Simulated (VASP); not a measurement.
# CdCl (I4_1/amd) in VASP: single point with PBE

Aim: the single point of CdCl with PBE.

Everything below comes from runs of VASP 6.6.1. Logs are shortened: lines on timing, memory, paths and dates and some standing lists are left out, and cuts for length are marked.

## (1) The cell of the first run

It takes space group I4_1/amd (No. 141, tetragonal). Conventional cell: a = 6.969 Å, b = 6.969 Å, c = 5.241 Å, α = 90.00°, β = 90.00°, γ = 90.00°. Within 3.5 Å of Cd (site symmetry -4m2) lie 2 Cl at 2.62 Å. Cl (site symmetry -4m2) has 2 Cd at 2.62 Å within 3.5 Å.

The cell was generated, and may not be a known phase.

## (2) Single point, PBE

INCAR

```
PREC = Accurate
ENCUT = 630
EDIFF = 1E-6
ISMEAR = 0
SIGMA = 0.1
LREAL = F
LASPH = T
NELM = 120
ALGO = Normal
ISIF = 2
LWAVE = F
LCHARG = F
GGA = PE
NBANDS = 35
GGA_COMPAT = F
```

KPOINTS

```
regular mesh
0
Gamma
  12 12 12
```

POSCAR

```
CdCl
1.0
   -3.4847334058      3.4847334058      2.6202672753
    3.4847334058     -3.4847334058      2.6202672753
    3.4847334058      3.4847334058     -2.6202672753
Cd Cl
2 2
Direct
    0.0000000000      0.0000000000      0.0000000000
    0.7500000000      0.2500000000      0.5000000000
    0.2500000000      0.7500000000      0.5000000000
    0.5000000000      0.5000000000      0.0000000000
```

Potentials or basis: VASP PAW PBE potentials, release 64 (Cd_sv_GW, Cl).

Started as:

```sh
> cat potpaw_PBE.64/Cd_sv_GW/POTCAR potpaw_PBE.64/Cl/POTCAR > POTCAR
> mpirun -np 1 vasp_std > vasp.out
```

OUTCAR:

```text
PREC = Accurate
   ENCUT = 630
   EDIFF = 1E-6
   ISMEAR = 0
   LREAL = F
   LASPH = T
   NELM = 120
   ISIF = 2
   GGA = PE

 ion  position               nearest neighbor table
   1  0.000  0.000  0.000-   4 2.62   4 2.62
   2  0.750  0.250  0.500-   3 2.62   3 2.62
   3  0.250  0.750  0.500-   2 2.62   2 2.62
   4  0.500  0.500  0.000-   1 2.62   1 2.62

  LATTYP: Found a body centered tetragonal cell.
 ALAT       =     6.9694668116
 C/A-ratio  =     0.7519276140

  Lattice vectors:

 A1 = (  -3.4847334058,   3.4847334058,   2.6202672753)
 A2 = (   3.4847334058,  -3.4847334058,   2.6202672753)
 A3 = (   3.4847334058,   3.4847334058,  -2.6202672753)

Analysis of symmetry for initial positions (statically):
=====================================================================
 Subroutine PRICEL returns:
 Original cell was already a primitive cell.

 Routine SETGRP: Setting up the symmetry group for a
 body centered tetragonal supercell.

 Subroutine GETGRP returns: Found 16 space group operations
 (whereof  8 operations were pure point group operations)
 out of a pool of 16 trial point group operations.

The static configuration has the point symmetry D_2d.
 The point group associated with its full space group is D_4h.

Analysis of symmetry for dynamics (positions and initial velocities):
=====================================================================
 Subroutine PRICEL returns:
 Original cell was already a primitive cell.

 Routine SETGRP: Setting up the symmetry group for a
 body centered tetragonal supercell.

 Subroutine GETGRP returns: Found 16 space group operations
 (whereof  8 operations were pure point group operations)
 out of a pool of 16 trial point group operations.

The dynamic configuration has the point symmetry D_2d.
 The point group associated with its full space group is D_4h.

 Subroutine INISYM returns: Found 16 space group operations
 (whereof  8 operations are pure point group operations),
 and found     1 'primitive' translations

----------------------------------------------------------------------------------------

                                     Primitive cell

  volume of cell :     127.2755

  direct lattice vectors                    reciprocal lattice vectors
    -3.484733406  3.484733406  2.620267275     0.000000000  0.143482999  0.190820228
     3.484733406 -3.484733406  2.620267275     0.143482999  0.000000000  0.190820228
     3.484733406  3.484733406 -2.620267275     0.143482999  0.143482999  0.000000000

  length of vectors
     5.581445549  5.581445549  5.581445549     0.238746164  0.238746164  0.202915603

  position of ions in fractional coordinates (direct lattice)
     0.000000000  0.000000000  0.000000000
     0.750000000  0.250000000  0.500000000
     0.250000000  0.750000000  0.500000000
     0.500000000  0.500000000  0.000000000

  ion indices of the primitive-cell ions
   primitive index   ion index
                 1           1
                 2           2
                 3           3
                 4           4

----------------------------------------------------------------------------------------

 KPOINTS: regular mesh

Automatic generation of k-mesh.
 Grid dimensions read from file:
 generate k-points for:   12   12   12

 Generating k-lattice:

  Cartesian coordinates                     Fractional coordinates (reciprocal lattice)
     0.000000000  0.011956917  0.015901686     0.083333333 -0.000000000  0.000000000
     0.011956917  0.000000000  0.015901686    -0.000000000  0.083333333  0.000000000
     0.011956917  0.011956917  0.000000000     0.000000000  0.000000000  0.083333333

  Length of vectors
     0.019895514  0.019895514  0.016909634

  Shift w.r.t. Gamma in fractional coordinates (k-lattice)
     0.000000000  0.000000000  0.000000000

 Subroutine IBZKPT returns following result:
 ===========================================

 Found    163 irreducible k-points:

 Following reciprocal coordinates:
            Coordinates               Weight
  0.000000  0.000000  0.000000      1.000000
  0.083333  0.000000  0.000000      8.000000
  0.166667 -0.000000  0.000000      8.000000
  0.250000  0.000000  0.000000      8.000000
  0.333333 -0.000000  0.000000      8.000000
  0.416667 -0.000000  0.000000      8.000000
[... 16 lines left out ...]
  0.500000  0.166667  0.000000     16.000000
 -0.416667  0.166667  0.000000     16.000000
 [... further k-points ...]
   k-points           NKPTS =    163   k-points in BZ     NKDIM =    163   number of bands    NBANDS=     35
   number of dos      NEDOS =    301   number of ions     NIONS =      4
   total plane-waves  NPLWV = 110592
   dimension x,y,z NGX =    48 NGY =   48 NGZ =   48
   dimension x,y,z NGXF=    96 NGYF=   96 NGZF=   96
   ions per type =               2   2
   NGX,Y,Z   is equivalent  to a cutoff of  14.30, 14.30, 14.30 a.u.
   NGXF,Y,Z  is equivalent  to a cutoff of  28.59, 28.59, 28.59 a.u.
 SYSTEM =  unknown system
   PREC   = accura    normal or accurate (medium, high low for compatibility)
   ISTART =      0    job   : 0-new  1-cont  2-samecut
   ICHARG =      2    charge: 1-file 2-atom 10-const
   ISPIN  =      1    spin polarized calculation?
   LNONCOLLINEAR =      F non collinear calculations
   LSORBIT =      F    spin-orbit coupling
   LASPH  =      T    aspherical Exc in radial PAW
   ENCUT  =  630.0 eV  46.30 Ry    6.80 a.u.  11.42 11.42 11.42*2*pi/ulx,y,z
   NELM   =    120;   NELMIN=  2; NELMDL= -5     # of ELM steps
   EDIFF  = 0.1E-05   stopping-criterion for ELM
   LREAL  =      F    real-space projection
   EDIFFG = 0.1E-04   stopping-criterion for IOM
   NSW    =      0    number of steps for IOM
   IBRION =     -1    ionic relax: 0-MD 1-quasi-New 2-CG
   NFREE  =      0    steps in history (QN), initial steepest desc. (CG)
   ISIF   =      2    stress and relaxation
   ISYM   =      2    0-nonsym 1-usesym 2-fastsym
   POTIM  = 0.5000    time-step for ionic-motion
   TEBEG  =    0.0;   TEEND  =   0.0 temperature during run
   PSTRESS=    0.0 pullay stress
   NELECT =      54.0000    total number of electrons
   NUPDOWN=      -1.0000    fix difference up-down
   EMIN   =  10.00;   EMAX   =-10.00  energy-range for DOS
   EFERMI =   0.00;   METHOD = LEGACY
   ISMEAR =     0;   SIGMA  =   0.10  broadening in eV -4-tet -1-fermi 0-gaus
   EFERMI_NEDOS =   21; number of points for ismear=-14 and -15
   IALGO  =     38    algorithm
   IMIX   =      4    mixing-type and parameters
     AMIX     =   0.40;   BMIX     =  1.00
     AMIX_MAG =   1.60;   BMIX_MAG =  1.00
  volume/ion in A,a.u.               =      31.82       214.72
  Fermi-wavevector in a.u.,A,eV,Ry     =   1.230149  2.324645 20.589254  1.513267
  Thomas-Fermi vector in A             =   2.365009
   LORBIT       =      0    0 simple, 1 ext, 2 COOP (PROOUT), +10 PAW based schemes
   GGA     = PE    functional components
   LHFCALC =     F    Hartree Fock is set to
   AEXX    =    0.0000 exact exchange contribution
   IVDW    =     0    specifies the selected vdW correction
   LEPSILON=     F    determine dielectric tensor
   LRPA    =     F    only Hartree local field effects (RPA)
 non-spin polarized calculation
 Gauss-broadening in eV      SIGMA  =   0.10
  energy-cutoff  :      630.00
  volume of cell :      127.28
 maximum number of plane-waves:      4596
 NGX is ok and might be reduce to    48
   NGX = 23   NGY = 23   NGZ = 23

 number of electron      54.0000002 magnetization

 Free energy of the ion-electron system (eV)
  ---------------------------------------------------
  ext. energy  EPLUGINS =         0.00000000
  ---------------------------------------------------
  free energy    TOTEN  =        -6.70080625 eV

  energy without entropy =       -6.69444271  energy(sigma->0) =       -6.69762448

 E-fermi :   2.0247     XC(G=0):  -8.1974

 val. band max:        2.0209286998   @ k =  -0.0833   0.4167   0.0833
 cond. band min:       2.0258735535   @ k =   0.5000   0.1667   0.0833
 fundamental gap:      0.0049448538
 Fermi energy:         2.0247059027

 k-point     1 :       0.0000    0.0000    0.0000
  band No.  band energies     occupation
      1    -100.5993      2.00000
      2    -100.5992      2.00000
      3     -61.6773      2.00000
      4     -61.6773      2.00000
      5     -61.6762      2.00000
      6     -61.6762      2.00000
[... 27 lines left out ...]
     34       9.1948      0.00000
     35      10.1605      0.00000

 k-point     2 :       0.0833    0.0000    0.0000
  band No.  band energies     occupation
      1    -100.5993      2.00000
      2    -100.5992      2.00000
      3     -61.6773      2.00000
      4     -61.6773      2.00000
      5     -61.6762      2.00000
      6     -61.6762      2.00000
[... 27 lines left out ...]
     34       9.3332      0.00000
     35      10.0625      0.00000

 k-point     3 :       0.1667   -0.0000    0.0000
  band No.  band energies     occupation
      1    -100.5993      2.00000
      2    -100.5992      2.00000
      3     -61.6773      2.00000
      4     -61.6772      2.00000
      5     -61.6763      2.00000
      6     -61.6762      2.00000
[... 27 lines left out ...]
     34       9.4549      0.00000
     35       9.6500      0.00000
[... 723 lines left out ...]
 k-point    23 :       0.5000    0.1667    0.0000
  band No.  band energies     occupation
      1    -100.5993      2.00000
      2    -100.5992      2.00000
      3     -61.6773      2.00000
      4     -61.6768      2.00000
      5     -61.6767      2.00000
      6     -61.6762      2.00000
[... 27 lines left out ...]
     34       9.1575      0.00000
     35       9.8608      0.00000

 k-point    24 :      -0.4167    0.1667    0.0000
  band No.  band energies     occupation
      1    -100.5993      2.00000
      2    -100.5992      2.00000
      3     -61.6772      2.00000
      4     -61.6769      2.00000
      5     -61.6766      2.00000
      6     -61.6763      2.00000
[... 27 lines left out ...]
     34       9.3577      0.00000
     35       9.8977      0.00000

 [... further k-points ...]

------------------------ aborting loop because EDIFF is reached ----------------------------------------

  FORCE on cell =-STRESS in cart. coord.  units (eV):
  Direction    XX          YY          ZZ          XY          YZ          ZX
  --------------------------------------------------------------------------------------
  -------------------------------------------------------------------------------------
  Total       -0.0812401     -0.0812401     -0.0845938      0.0000000      0.0000000      0.0000000
  in kB       -1.0226718     -1.0226718     -1.0648890      0.0000000      0.0000000      0.0000000
  external PRESSURE =      -1.0367442 kB  Pullay stress =       0.0000000 kB

 VOLUME and BASIS-vectors are now :
 -----------------------------------------------------------------------------
  energy-cutoff  :      630.00
  volume of cell :      127.28
      direct lattice vectors                 reciprocal lattice vectors
    -3.484733406  3.484733406  2.620267275     0.000000000  0.143482999  0.190820228
     3.484733406 -3.484733406  2.620267275     0.143482999  0.000000000  0.190820228
     3.484733406  3.484733406 -2.620267275     0.143482999  0.143482999  0.000000000

 POSITION                                       TOTAL-FORCE (eV/Angst)
 -----------------------------------------------------------------------------------
      0.00000      0.00000      0.00000        -0.000000      0.000000     -0.000000
      0.00000      3.48473      1.31013         0.000000     -0.000000      0.000000
      3.48473      0.00000      1.31013         0.000000     -0.000000     -0.000000
      0.00000      0.00000      2.62027         0.000000     -0.000000     -0.000000
 -----------------------------------------------------------------------------------
    total drift:                                0.000000     -0.000000      0.000000

  FREE ENERGIE OF THE ION-ELECTRON SYSTEM (eV)
  ---------------------------------------------------
  free  energy   TOTEN  =        -6.7008062496 eV

  energy  without entropy=       -6.6944427053  energy(sigma->0) =       -6.69762448
```

Wall time 12 min (1 thread of AMD EPYC 9R45 (Zen 5), shared host); peak memory 0.95 GiB.

What came out:

```
Free energy            : -6.7008 eV
Pressure               : -0.1 GPa
Band gap on the k mesh : zero (bands 27 and 28 overlap by 2.17 eV)
```
